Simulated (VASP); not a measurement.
# SnSe (Fm-3m) in VASP: single point with PBEsol

Aim: the single point of SnSe with PBEsol.

Everything below comes from runs of VASP 6.6.1. Logs are shortened: lines on timing, memory, paths and dates and some standing lists are left out, and cuts for length are marked.

**1. The cell of the first run**

Symmetry: Fm-3m, No. 225, cubic system. Conventional cell: a = 5.946 Å, b = 5.946 Å, c = 5.946 Å, α = 90.00°, β = 90.00°, γ = 90.00°. Sn (site symmetry m-3m) has 6 Se at 2.97 Å within 3.9 Å. Se (site symmetry m-3m) has 6 Sn at 2.97 Å within 3.9 Å.

**2. Single point, PBEsol**

INCAR reads:

```
SYSTEM = SnSe
ALGO = Normal ; EDIFF = 1E-6
ENCUT = 500 ; GGA = PS
GGA_COMPAT = .False. ; ISIF = 2
ISMEAR = 0 ; LASPH = .True.
LCHARG = .False. ; LREAL = .False.
LWAVE = .False. ; NBANDS = 17
NELM = 120 ; PREC = Accurate
SIGMA = 0.02
```

KPOINTS reads:

```
k-points
0
Gamma
  6 6 6
  0 0 0
```

POSCAR reads:

```
SnSe
1.0
    0.0000000000      2.9727546662      2.9727546662
    2.9727546662      0.0000000000      2.9727546662
    2.9727546662      2.9727546662      0.0000000000
Sn Se
1 1
Direct
    0.0000000000      0.0000000000      0.0000000000
    0.5000000000      0.5000000000      0.5000000000
```

Potentials or basis: VASP PAW PBE potentials, release 64 (Sn_d, Se).

Started as:

```console
cat potpaw_PBE.64/Sn_d/POTCAR potpaw_PBE.64/Se/POTCAR > POTCAR
mpirun -np 1 vasp_std > vasp.out
```

OUTCAR:

```text
SYSTEM = SnSe
   EDIFF = 1E-6
   ENCUT = 500
   GGA = PS
   ISIF = 2
   ISMEAR = 0
   LASPH = .True.
   LREAL = .False.
   NELM = 120
   PREC = Accurate

 ion  position               nearest neighbor table
   1  0.000  0.000  0.000-   2 2.97   2 2.97   2 2.97   2 2.97   2 2.97   2 2.97
   2  0.500  0.500  0.500-   1 2.97   1 2.97   1 2.97   1 2.97   1 2.97   1 2.97

  LATTYP: Found a face centered cubic cell.
 ALAT       =     5.9455093324

  Lattice vectors:

 A1 = (   0.0000000000,   2.9727546662,   2.9727546662)
 A2 = (   2.9727546662,   0.0000000000,   2.9727546662)
 A3 = (   2.9727546662,   2.9727546662,   0.0000000000)

Analysis of symmetry for initial positions (statically):
=====================================================================
 Subroutine PRICEL returns:
 Original cell was already a primitive cell.

 Routine SETGRP: Setting up the symmetry group for a
 face centered cubic supercell.

 Subroutine GETGRP returns: Found 48 space group operations
 (whereof 48 operations were pure point group operations)
 out of a pool of 48 trial point group operations.

The static configuration has the point symmetry O_h .

Analysis of symmetry for dynamics (positions and initial velocities):
=====================================================================
 Subroutine PRICEL returns:
 Original cell was already a primitive cell.

 Routine SETGRP: Setting up the symmetry group for a
 face centered cubic supercell.

 Subroutine GETGRP returns: Found 48 space group operations
 (whereof 48 operations were pure point group operations)
 out of a pool of 48 trial point group operations.

The dynamic configuration has the point symmetry O_h .

 Subroutine INISYM returns: Found 48 space group operations
 (whereof 48 operations are pure point group operations),
 and found     1 'primitive' translations

----------------------------------------------------------------------------------------

                                     Primitive cell

  volume of cell :      52.5421

  direct lattice vectors                    reciprocal lattice vectors
     0.000000000  2.972754666  2.972754666    -0.168194169  0.168194169  0.168194169
     2.972754666  0.000000000  2.972754666     0.168194169 -0.168194169  0.168194169
     2.972754666  2.972754666  0.000000000     0.168194169  0.168194169 -0.168194169

  length of vectors
     4.204109967  4.204109967  4.204109967     0.291320846  0.291320846  0.291320846

  position of ions in fractional coordinates (direct lattice)
     0.000000000  0.000000000  0.000000000
     0.500000000  0.500000000  0.500000000

  ion indices of the primitive-cell ions
   primitive index   ion index
                 1           1
                 2           2

----------------------------------------------------------------------------------------

 KPOINTS: k-points

Automatic generation of k-mesh.
 Grid dimensions read from file:
 generate k-points for:    6    6    6

 Generating k-lattice:

  Cartesian coordinates                     Fractional coordinates (reciprocal lattice)
    -0.028032361  0.028032361  0.028032361     0.166666667  0.000000000  0.000000000
     0.028032361 -0.028032361  0.028032361     0.000000000  0.166666667  0.000000000
     0.028032361  0.028032361 -0.028032361     0.000000000  0.000000000  0.166666667

  Length of vectors
     0.048553474  0.048553474  0.048553474

  Shift w.r.t. Gamma in fractional coordinates (k-lattice)
     0.000000000  0.000000000  0.000000000

 Subroutine IBZKPT returns following result:
 ===========================================

 Found     16 irreducible k-points:

 Following reciprocal coordinates:
            Coordinates               Weight
  0.000000  0.000000  0.000000      1.000000
  0.166667  0.000000  0.000000      8.000000
  0.333333  0.000000  0.000000      8.000000
  0.500000  0.000000  0.000000      4.000000
  0.166667  0.166667  0.000000      6.000000
  0.333333  0.166667  0.000000     24.000000
[... 8 lines left out ...]
 -0.333333  0.333333  0.166667     24.000000
 -0.333333  0.500000  0.166667     12.000000
   k-points           NKPTS =     16   k-points in BZ     NKDIM =     16   number of bands    NBANDS=     17
   number of dos      NEDOS =    301   number of ions     NIONS =      2
   total plane-waves  NPLWV =  32768
   dimension x,y,z NGX =    32 NGY =   32 NGZ =   32
   dimension x,y,z NGXF=    64 NGYF=   64 NGZF=   64
   ions per type =               1   1
   NGX,Y,Z   is equivalent  to a cutoff of  12.65, 12.65, 12.65 a.u.
   NGXF,Y,Z  is equivalent  to a cutoff of  25.31, 25.31, 25.31 a.u.
 SYSTEM =  SnSe
   PREC   = accura    normal or accurate (medium, high low for compatibility)
   ISTART =      0    job   : 0-new  1-cont  2-samecut
   ICHARG =      2    charge: 1-file 2-atom 10-const
   ISPIN  =      1    spin polarized calculation?
   LNONCOLLINEAR =      F non collinear calculations
   LSORBIT =      F    spin-orbit coupling
   LASPH  =      T    aspherical Exc in radial PAW
   ENCUT  =  500.0 eV  36.75 Ry    6.06 a.u.   7.67  7.67  7.67*2*pi/ulx,y,z
   NELM   =    120;   NELMIN=  2; NELMDL= -5     # of ELM steps
   EDIFF  = 0.1E-05   stopping-criterion for ELM
   LREAL  =      F    real-space projection
   EDIFFG = 0.1E-04   stopping-criterion for IOM
   NSW    =      0    number of steps for IOM
   IBRION =     -1    ionic relax: 0-MD 1-quasi-New 2-CG
   NFREE  =      0    steps in history (QN), initial steepest desc. (CG)
   ISIF   =      2    stress and relaxation
   ISYM   =      2    0-nonsym 1-usesym 2-fastsym
   POTIM  = 0.5000    time-step for ionic-motion
   TEBEG  =    0.0;   TEEND  =   0.0 temperature during run
   PSTRESS=    0.0 pullay stress
   NELECT =      20.0000    total number of electrons
   NUPDOWN=      -1.0000    fix difference up-down
   EMIN   =  10.00;   EMAX   =-10.00  energy-range for DOS
   EFERMI =   0.00;   METHOD = LEGACY
   ISMEAR =     0;   SIGMA  =   0.02  broadening in eV -4-tet -1-fermi 0-gaus
   EFERMI_NEDOS =   21; number of points for ismear=-14 and -15
   IALGO  =     38    algorithm
   IMIX   =      4    mixing-type and parameters
     AMIX     =   0.40;   BMIX     =  1.00
     AMIX_MAG =   1.60;   BMIX_MAG =  1.00
  volume/ion in A,a.u.               =      26.27       177.29
  Fermi-wavevector in a.u.,A,eV,Ry     =   1.186449  2.242064 19.152396  1.407661
  Thomas-Fermi vector in A             =   2.322622
   LORBIT       =      0    0 simple, 1 ext, 2 COOP (PROOUT), +10 PAW based schemes
   GGA     = PS    functional components
   LHFCALC =     F    Hartree Fock is set to
   AEXX    =    0.0000 exact exchange contribution
   IVDW    =     0    specifies the selected vdW correction
   LEPSILON=     F    determine dielectric tensor
   LRPA    =     F    only Hartree local field effects (RPA)
 non-spin polarized calculation
 Gauss-broadening in eV      SIGMA  =   0.02
  energy-cutoff  :      500.00
  volume of cell :       52.54
 maximum number of plane-waves:      1363
 NGX is ok and might be reduce to    32
   NGX = 15   NGY = 15   NGZ = 15

 number of electron      20.0000006 magnetization

 Free energy of the ion-electron system (eV)
  ---------------------------------------------------
  ext. energy  EPLUGINS =         0.00000000
  ---------------------------------------------------
  free energy    TOTEN  =        -9.00857297 eV

  energy without entropy =       -9.00857297  energy(sigma->0) =       -9.00857297

 E-fermi :   5.9208     XC(G=0):  -9.9510

 val. band max:        5.7443909899   @ k =   0.5000   0.0000   0.0000
 cond. band min:       6.5587490234   @ k =   0.5000   0.0000   0.0000
 fundamental gap:      0.8143580336
 Fermi energy:         5.9207554450

 k-point     1 :       0.0000    0.0000    0.0000
  band No.  band energies     occupation
      1     -15.6272      2.00000
      2     -15.6272      2.00000
      3     -15.6258      2.00000
      4     -15.6258      2.00000
      5     -15.6258      2.00000
      6      -8.2908      2.00000
[... 9 lines left out ...]
     16      11.6177      0.00000
     17      13.8611      0.00000

 k-point     2 :       0.1667    0.0000    0.0000
  band No.  band energies     occupation
      1     -15.6295      2.00000
      2     -15.6295      2.00000
      3     -15.6250      2.00000
      4     -15.6221      2.00000
      5     -15.6221      2.00000
      6      -8.0853      2.00000
[... 9 lines left out ...]
     16      12.2718      0.00000
     17      15.7927      0.00000

 k-point     3 :       0.3333    0.0000    0.0000
  band No.  band energies     occupation
      1     -15.6344      2.00000
      2     -15.6344      2.00000
      3     -15.6237      2.00000
      4     -15.6143      2.00000
      5     -15.6143      2.00000
      6      -7.5883      2.00000
[... 9 lines left out ...]
     16      13.9521      0.00000
     17      17.8560      0.00000

 k-point     4 :       0.5000    0.0000    0.0000
  band No.  band energies     occupation
      1     -15.6368      2.00000
      2     -15.6368      2.00000
      3     -15.6231      2.00000
      4     -15.6104      2.00000
      5     -15.6104      2.00000
      6      -7.2698      2.00000
[... 9 lines left out ...]
     16      16.0811      0.00000
     17      16.0811      0.00000
[... 183 lines left out ...]
      1     -15.6461      2.00000
      2     -15.6273      2.00000
      3     -15.6254      2.00000
      4     -15.6123      2.00000
      5     -15.6103      2.00000
      6      -7.2344      2.00000
[... 9 lines left out ...]
     16      15.8529      0.00000
     17      16.4349      0.00000

 k-point    15 :      -0.3333    0.3333    0.1667
  band No.  band energies     occupation
      1     -15.6478      2.00000
      2     -15.6287      2.00000
      3     -15.6192      2.00000
      4     -15.6175      2.00000
      5     -15.6072      2.00000
      6      -7.0157      2.00000
[... 9 lines left out ...]
     16      17.3371      0.00000
     17      17.3735      0.00000

 k-point    16 :      -0.3333    0.5000    0.1667
  band No.  band energies     occupation
      1     -15.6552      2.00000
      2     -15.6266      2.00000
      3     -15.6236      2.00000
      4     -15.6121      2.00000
      5     -15.6046      2.00000
      6      -6.9305      2.00000
[... 9 lines left out ...]
     16      17.1987      0.00000
     17      18.6628      0.00000

------------------------ aborting loop because EDIFF is reached ----------------------------------------

  FORCE on cell =-STRESS in cart. coord.  units (eV):
  Direction    XX          YY          ZZ          XY          YZ          ZX
  --------------------------------------------------------------------------------------
  -------------------------------------------------------------------------------------
  Total       -0.1124572     -0.1124572     -0.1124572      0.0000000      0.0000000      0.0000000
  in kB       -3.4291814     -3.4291814     -3.4291814      0.0000000      0.0000000      0.0000000
  external PRESSURE =      -3.4291814 kB  Pullay stress =       0.0000000 kB

 VOLUME and BASIS-vectors are now :
 -----------------------------------------------------------------------------
  energy-cutoff  :      500.00
  volume of cell :       52.54
      direct lattice vectors                 reciprocal lattice vectors
     0.000000000  2.972754666  2.972754666    -0.168194169  0.168194169  0.168194169
     2.972754666  0.000000000  2.972754666     0.168194169 -0.168194169  0.168194169
     2.972754666  2.972754666  0.000000000     0.168194169  0.168194169 -0.168194169

 POSITION                                       TOTAL-FORCE (eV/Angst)
 -----------------------------------------------------------------------------------
      0.00000      0.00000      0.00000         0.000000     -0.000000      0.000000
      2.97275      2.97275      2.97275        -0.000000      0.000000     -0.000000
 -----------------------------------------------------------------------------------
    total drift:                                0.000000     -0.000000     -0.000000

  FREE ENERGIE OF THE ION-ELECTRON SYSTEM (eV)
  ---------------------------------------------------
  free  energy   TOTEN  =        -9.0085729715 eV

  energy  without entropy=       -9.0085729715  energy(sigma->0) =       -9.00857297
```

Run time: 8.1 s. Hardware: 1 thread of AMD EPYC 9R45 (Zen 5), shared host; peak memory 0.14 GiB.

What came out:

```
Free energy            : -9.0086 eV
Pressure               : -0.3 GPa
Band gap on the k mesh : 0.81 eV, direct
```

Levels at points of the mesh, in eV from the valence-band top:
```tsv
k point	band 6	band 7	band 8	band 9	band 10	band 11	band 12	band 13	band 14	band 15
(0.00, 0.00, 0.00)	-14.04	-4.88	-2.19	-2.19	-2.19	4.54	4.54	4.54	5.87	5.87
(0.50, 0.00, 0.00)	-13.01	-8.16	-1.93	-1.93	0.00	0.81	1.30	1.30	8.34	10.31
(0.50, 0.50, 0.00)	-12.70	-5.93	-5.66	-3.72	-3.72	2.91	5.64	5.64	6.28	10.69
```

Caveat: the PAW data sets were made with another functional, which shifts forces and pressure a little; spin-orbit coupling is left out, which moves the levels of the heavy elements.
